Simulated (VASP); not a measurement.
Input of a VASP 6.6.1 run:

File INCAR:

```
PREC = Accurate
ENCUT = 520
EDIFF = 1E-7
ISMEAR = -1
SIGMA = 0.13605693000000002
LREAL = False
LASPH = True
NELM = 100
ALGO = Normal
ISIF = 2
LWAVE = False
LCHARG = False
GGA = PE
NBANDS = 9
```

The input KPOINTS:

```
regular mesh
0
Gamma
  13 13 13
```

File POSCAR:

```
S
1.0
    2.5923344238      0.0000000000      0.0000000000
    0.0000000000      2.5923344238      0.0000000000
    0.0000000000      0.0000000000      2.5923344238
S
1
Direct
    0.0000000000      0.0000000000      0.0000000000
```

Potentials or basis: VASP PAW PBE potentials, release 64 (S).

Command:

```console
$ cat potpaw_PBE.64/S/POTCAR > POTCAR
$ mpirun -np 1 vasp_std > vasp.out
```

Question: Predict the pressure.

Answer: -0.9 GPa.

Question: Estimate the band gap on the k mesh.

Answer: Zero (band 3 reaches 9.68 eV, above the bottom of band 4 at 3.16 eV).
